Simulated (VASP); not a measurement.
# Ti (Im-3m) in VASP: further runs

The runs below take Ti through single point, with LDA, PBE.

Everything below comes from runs of VASP 6.6.1. Logs are shortened: lines on timing, memory, paths and dates and some standing lists are left out, and cuts for length are marked.

## Step 1: The cell of the first run

It takes space group Im-3m (No. 229, cubic). Conventional cell: a = 3.165 Å, b = 3.165 Å, c = 3.165 Å, α = 90.00°, β = 90.00°, γ = 90.00°. Ti (site symmetry m-3m) has 14 Ti at 2.74 to 3.16 Å within 3.6 Å.

## Step 2: Single point, LDA

File INCAR:

```
SYSTEM = Ti
PREC     = Accurate       ! precision mode
ENCUT    = 520            ! plane-wave cutoff, eV
EDIFF    = 1E-6           ! SCF threshold, eV
ISMEAR   = -1             ! smearing method
SIGMA    = 0.05           ! smearing width, eV
LREAL    = .FALSE.        ! projectors in reciprocal space
LASPH    = .TRUE.         ! aspherical terms in the spheres
NELM     = 60             ! most SCF steps
ALGO     = Normal         ! electronic algorithm
ISIF     = 2              ! what is computed and relaxed
LWAVE    = .FALSE.        ! write WAVECAR
LCHARG   = .TRUE.         ! write CHGCAR
GGA      = CA             ! functional
LELF     = .TRUE.         ! ELF
LVHAR    = .TRUE.       
NBANDS   = 12             ! bands
```

File KPOINTS:

```
regular mesh
0
G
  11 11 11
  0 0 0
```

File POSCAR:

```
Ti
1.0
   -1.5824158473      1.5824158473      1.5824158473
    1.5824158473     -1.5824158473      1.5824158473
    1.5824158473      1.5824158473     -1.5824158473
Ti
1
Direct
    0.0000000000      0.0000000000      0.0000000000
```

Potentials or basis: VASP PAW LDA potentials, release 64 (Ti_sv).

Command:

```
> cat potpaw_LDA.64/Ti_sv/POTCAR > POTCAR
> mpirun -np 1 vasp_std > vasp.out
```

OUTCAR:

```text
SYSTEM = Ti
   PREC = Accurate
   ENCUT = 520
   EDIFF = 1E-6
   ISMEAR = -1
   LREAL = .FALSE.
   LASPH = .TRUE.
   NELM = 60
   ISIF = 2
   GGA = CA

 ion  position               nearest neighbor table
   1  0.000  0.000  0.000-

  LATTYP: Found a body centered cubic cell.
 ALAT       =     3.1648316946

  Lattice vectors:

 A1 = (  -1.5824158473,   1.5824158473,   1.5824158473)
 A2 = (   1.5824158473,  -1.5824158473,   1.5824158473)
 A3 = (   1.5824158473,   1.5824158473,  -1.5824158473)

Analysis of symmetry for initial positions (statically):
=====================================================================
 Subroutine PRICEL returns:
 Original cell was already a primitive cell.

 Routine SETGRP: Setting up the symmetry group for a
 body centered cubic supercell.

 Subroutine GETGRP returns: Found 48 space group operations
[... 9 lines left out ...]

 Routine SETGRP: Setting up the symmetry group for a
 body centered cubic supercell.

 Subroutine GETGRP returns: Found 48 space group operations
[... 11 lines left out ...]
                                     Primitive cell

  volume of cell :      15.8497

  direct lattice vectors                    reciprocal lattice vectors
    -1.582415847  1.582415847  1.582415847     0.000000000  0.315972569  0.315972569
     1.582415847 -1.582415847  1.582415847     0.315972569  0.000000000  0.315972569
     1.582415847  1.582415847 -1.582415847     0.315972569  0.315972569  0.000000000

  length of vectors
     2.740824646  2.740824646  2.740824646     0.446852692  0.446852692  0.446852692

  position of ions in fractional coordinates (direct lattice)
     0.000000000  0.000000000  0.000000000

  ion indices of the primitive-cell ions
   primitive index   ion index
                 1           1

----------------------------------------------------------------------------------------

 KPOINTS: regular mesh

Automatic generation of k-mesh.
 Grid dimensions read from file:
 generate k-points for:   11   11   11

 Generating k-lattice:

  Cartesian coordinates                     Fractional coordinates (reciprocal lattice)
     0.000000000  0.028724779  0.028724779     0.090909091  0.000000000  0.000000000
     0.028724779  0.000000000  0.028724779     0.000000000  0.090909091  0.000000000
     0.028724779  0.028724779  0.000000000     0.000000000  0.000000000  0.090909091

  Length of vectors
     0.040622972  0.040622972  0.040622972

  Shift w.r.t. Gamma in fractional coordinates (k-lattice)
     0.000000000  0.000000000  0.000000000

 Subroutine IBZKPT returns following result:
 ===========================================

 Found     56 irreducible k-points:

 Following reciprocal coordinates:
            Coordinates               Weight
  0.000000  0.000000  0.000000      1.000000
  0.090909  0.000000  0.000000     12.000000
  0.181818  0.000000  0.000000     12.000000
  0.272727  0.000000  0.000000     12.000000
  0.363636  0.000000  0.000000     12.000000
  0.454545  0.000000  0.000000     12.000000
[... 16 lines left out ...]
  0.272727  0.181818  0.090909     48.000000
  0.363636  0.181818  0.090909     24.000000
 [... further k-points ...]
   k-points           NKPTS =     56   k-points in BZ     NKDIM =     56   number of bands    NBANDS=     12
   number of dos      NEDOS =    301   number of ions     NIONS =      1
   total plane-waves  NPLWV =   8000
   dimension x,y,z NGX =    20 NGY =   20 NGZ =   20
   dimension x,y,z NGXF=    40 NGYF=   40 NGZF=   40
   ions per type =               1
   NGX,Y,Z   is equivalent  to a cutoff of  12.13, 12.13, 12.13 a.u.
   NGXF,Y,Z  is equivalent  to a cutoff of  24.26, 24.26, 24.26 a.u.
 SYSTEM =  Ti
   PREC   = accura    normal or accurate (medium, high low for compatibility)
   ISTART =      0    job   : 0-new  1-cont  2-samecut
   ICHARG =      2    charge: 1-file 2-atom 10-const
   ISPIN  =      1    spin polarized calculation?
   LNONCOLLINEAR =      F non collinear calculations
   LSORBIT =      F    spin-orbit coupling
   LASPH  =      T    aspherical Exc in radial PAW
   ENCUT  =  520.0 eV  38.22 Ry    6.18 a.u.   5.10  5.10  5.10*2*pi/ulx,y,z
   NELM   =     60;   NELMIN=  2; NELMDL= -5     # of ELM steps
   EDIFF  = 0.1E-05   stopping-criterion for ELM
   LREAL  =      F    real-space projection
   EDIFFG = 0.1E-04   stopping-criterion for IOM
   NSW    =      0    number of steps for IOM
   IBRION =     -1    ionic relax: 0-MD 1-quasi-New 2-CG
   NFREE  =      0    steps in history (QN), initial steepest desc. (CG)
   ISIF   =      2    stress and relaxation
   ISYM   =      2    0-nonsym 1-usesym 2-fastsym
   POTIM  = 0.5000    time-step for ionic-motion
   TEBEG  =    0.0;   TEEND  =   0.0 temperature during run
   PSTRESS=    0.0 pullay stress
   NELECT =      12.0000    total number of electrons
   NUPDOWN=      -1.0000    fix difference up-down
   EMIN   =  10.00;   EMAX   =-10.00  energy-range for DOS
   EFERMI =   0.00;   METHOD = LEGACY
   ISMEAR =    -1;   SIGMA  =   0.05  broadening in eV -4-tet -1-fermi 0-gaus
   EFERMI_NEDOS =   21; number of points for ismear=-14 and -15
   IALGO  =     38    algorithm
   IMIX   =      4    mixing-type and parameters
     AMIX     =   0.40;   BMIX     =  1.00
     AMIX_MAG =   1.60;   BMIX_MAG =  1.00
  volume/ion in A,a.u.               =      15.85       106.96
  Fermi-wavevector in a.u.,A,eV,Ry     =   1.492089  2.819639 30.291039  2.226329
  Thomas-Fermi vector in A             =   2.604661
   LORBIT       =      0    0 simple, 1 ext, 2 COOP (PROOUT), +10 PAW based schemes
   GGA     = CA    functional components
   LHFCALC =     F    Hartree Fock is set to
   AEXX    =    0.0000 exact exchange contribution
   IVDW    =     0    specifies the selected vdW correction
   LEPSILON=     F    determine dielectric tensor
   LRPA    =     F    only Hartree local field effects (RPA)
 non-spin polarized calculation
  energy-cutoff  :      520.00
  volume of cell :       15.85
 maximum number of plane-waves:       438
   NGX = 11   NGY = 11   NGZ = 11

 number of electron      11.9999998 magnetization

 Free energy of the ion-electron system (eV)
  ---------------------------------------------------
  ext. energy  EPLUGINS =         0.00000000
  ---------------------------------------------------
  free energy    TOTEN  =        -8.47048046 eV

  energy without entropy =       -8.45405298  energy(sigma->0) =       -8.46226672

 E-fermi :   8.8065     XC(G=0): -12.2235

 val. band max:        8.7812761568   @ k =  -0.3636   0.3636   0.0909
 cond. band min:       8.8473656837   @ k =   0.2727   0.0909   0.0909
 fundamental gap:      0.0660895269
 Fermi energy:         8.8065316074

 k-point     1 :       0.0000    0.0000    0.0000
  band No.  band energies     occupation
      1     -46.8358      2.00000
      2     -22.9321      2.00000
      3     -22.9321      2.00000
      4     -22.9321      2.00000
      5       2.7808      2.00000
      6       9.8574      0.00000
      7       9.8574      0.00000
      8       9.8574      0.00000
      9      11.8430      0.00000
     10      11.8430      0.00000
     11      26.9777      0.00000
     12      26.9777      0.00000

 k-point     2 :       0.0909    0.0000    0.0000
  band No.  band energies     occupation
      1     -46.8202      2.00000
      2     -23.0095      2.00000
      3     -22.9553      2.00000
      4     -22.9327      2.00000
      5       3.0878      2.00000
      6       9.7129      0.00000
      7       9.8119      0.00000
      8      10.0902      0.00000
      9      11.6816      0.00000
     10      11.8521      0.00000
     11      26.6501      0.00000
     12      26.9607      0.00000

 k-point     3 :       0.1818    0.0000    0.0000
  band No.  band energies     occupation
      1     -46.7780      2.00000
      2     -23.2139      2.00000
      3     -23.0174      2.00000
      4     -22.9344      2.00000
      5       3.9365      2.00000
      6       9.3464      0.00004
      7       9.5735      0.00000
      8      10.7523      0.00000
      9      11.4824      0.00000
     10      11.8935      0.00000
     11      25.3794      0.00000
     12      26.4059      0.00000

 k-point     4 :       0.2727    0.0000    0.0000
  band No.  band energies     occupation
      1     -46.7223      2.00000
      2     -23.4747      2.00000
      3     -23.0977      2.00000
      4     -22.9367      2.00000
      5       5.0658      2.00000
      6       8.9059      0.24112
      7       9.2395      0.00035
      8      11.5588      0.00000
      9      11.7255      0.00000
     10      11.9882      0.00000
     11      23.1481      0.00000
     12      25.0935      0.00000

 k-point     5 :       0.3636    0.0000    0.0000
  band No.  band energies     occupation
      1     -46.6705      2.00000
      2     -23.7079      2.00000
      3     -23.1705      2.00000
      4     -22.9389      2.00000
      5       5.9085      2.00000
      6       8.5334      1.99155
      7       9.4443      0.00001
      8      11.7586      0.00000
      9      12.1208      0.00000
     10      12.7751      0.00000
     11      20.6920      0.00000
     12      23.7983      0.00000
[... 228 lines left out ...]
      1     -46.8049      2.00000
      2     -23.0370      2.00000
      3     -22.9790      2.00000
      4     -22.9790      2.00000
      5       3.3859      2.00000
      6       9.8133      0.00000
      7       9.8133      0.00000
      8      10.0891      0.00000
      9      11.2896      0.00000
     10      12.0416      0.00000
     11      26.1669      0.00000
     12      27.5131      0.00000

 k-point    22 :       0.1818    0.1818    0.0909
  band No.  band energies     occupation
      1     -46.6663      2.00000
      2     -23.6467      2.00000
      3     -23.1628      2.00000
      4     -23.0529      2.00000
      5       6.6505      2.00000
      6       8.3287      1.99986
      7       8.4644      1.99787
      8      11.8575      0.00000
      9      12.1396      0.00000
     10      13.8117      0.00000
     11      22.0327      0.00000
     12      22.2417      0.00000

 k-point    23 :       0.2727    0.1818    0.0909
  band No.  band energies     occupation
      1     -46.6359      2.00000
      2     -23.6914      2.00000
      3     -23.2843      2.00000
      4     -23.0755      2.00000
      5       7.2241      2.00000
      6       8.1670      1.99999
      7       8.6816      1.84808
      8      11.9930      0.00000
      9      12.2549      0.00000
     10      15.1097      0.00000
     11      19.7404      0.00000
     12      21.3044      0.00000

 k-point    24 :       0.3636    0.1818    0.0909
  band No.  band energies     occupation
      1     -46.6246      2.00000
      2     -23.6945      2.00000
      3     -23.3452      2.00000
      4     -23.0819      2.00000
      5       7.2503      2.00000
      6       8.1238      2.00000
      7       9.0346      0.02067
      8      12.0655      0.00000
      9      12.2869      0.00000
     10      15.9228      0.00000
     11      18.4376      0.00000
     12      20.9721      0.00000

 [... further k-points ...]
[... 5 lines left out ...]
  --------------------------------------------------------------------------------------
  -------------------------------------------------------------------------------------
  Total       -0.0121027     -0.0121027     -0.0121027     -0.0000000     -0.0000000      0.0000000
  in kB       -1.2234119     -1.2234119     -1.2234119     -0.0000000     -0.0000000      0.0000000
  external PRESSURE =      -1.2234119 kB  Pullay stress =       0.0000000 kB

 VOLUME and BASIS-vectors are now :
 -----------------------------------------------------------------------------
  energy-cutoff  :      520.00
  volume of cell :       15.85
      direct lattice vectors                 reciprocal lattice vectors
    -1.582415847  1.582415847  1.582415847     0.000000000  0.315972569  0.315972569
     1.582415847 -1.582415847  1.582415847     0.315972569  0.000000000  0.315972569
     1.582415847  1.582415847 -1.582415847     0.315972569  0.315972569  0.000000000

 POSITION                                       TOTAL-FORCE (eV/Angst)
 -----------------------------------------------------------------------------------
      0.00000      0.00000      0.00000        -0.000000      0.000000     -0.000000
 -----------------------------------------------------------------------------------
    total drift:                               -0.000000     -0.000000      0.000000

  FREE ENERGIE OF THE ION-ELECTRON SYSTEM (eV)
  ---------------------------------------------------
  free  energy   TOTEN  =        -8.4704804629 eV

  energy  without entropy=       -8.4540529758  energy(sigma->0) =       -8.46226672
```

Run time: 10 s. Hardware: 1 thread of AMD EPYC 7R43 (Zen 3), shared host; peak memory 0.09 GiB.

What came out:

```yaml
Free_energy: -8.4705 eV
Pressure: -0.1 GPa
Band_gap_on_the_k_mesh: zero (band 6 reaches 9.88 eV, above the bottom of band 7 at 8.14 eV)
```

Levels at points of the mesh, in eV from the Fermi level:
| k point | band 4 | band 5 | band 6 | band 7 | band 8 | band 9 |
| --- | --- | --- | --- | --- | --- | --- |
| (0.00, 0.00, 0.00) | -31.74 | -6.03 | 1.05 | 1.05 | 1.05 | 3.04 |

## Step 3: Single point, PBE

This run uses another cell than the first one, of 17.24 Å³/atom, 1.088 times its volume.

File INCAR:

```
PREC = Accurate
ENCUT = 520
EDIFF = 1E-6
ISMEAR = -1
SIGMA = 0.05
LREAL = False
LASPH = True
NELM = 80
ALGO = Normal
ISIF = 2
LWAVE = False
LCHARG = False
GGA = PE
NBANDS = 12
```

File KPOINTS:

```
regular mesh
0
Gamma
  11 11 11
```

File POSCAR:

```
Ti
1.0
   -1.6274370893      1.6274370893      1.6274370893
    1.6274370893     -1.6274370893      1.6274370893
    1.6274370893      1.6274370893     -1.6274370893
Ti
1
Direct
    0.0000000000      0.0000000000      0.0000000000
```

Potentials or basis: VASP PAW PBE potentials, release 64 (Ti_sv).

Command:

```
> cat potpaw_PBE.64/Ti_sv/POTCAR > POTCAR
> mpirun -np 1 vasp_std > vasp.out
```

Wall time 15 s (1 thread of AMD EPYC 7R43 (Zen 3), shared host); peak memory 0.11 GiB.

It converged, with:

| Quantity | Value |
| --- | --- |
| Free energy | -7.7334 eV |
| Pressure | -0.2 GPa |
| Band gap on the k mesh | zero (band 6 reaches 9.17 eV, above the bottom of band 7 at 7.56 eV) |

Levels at points of the mesh, in eV from the Fermi level:
```
           k point  band 3  band 4  band 5  band 6  band 7  band 8  band 9  band 10
(0.00, 0.00, 0.00)  -32.35  -32.35   -5.97    1.01    1.01    1.01    2.78     2.78
```
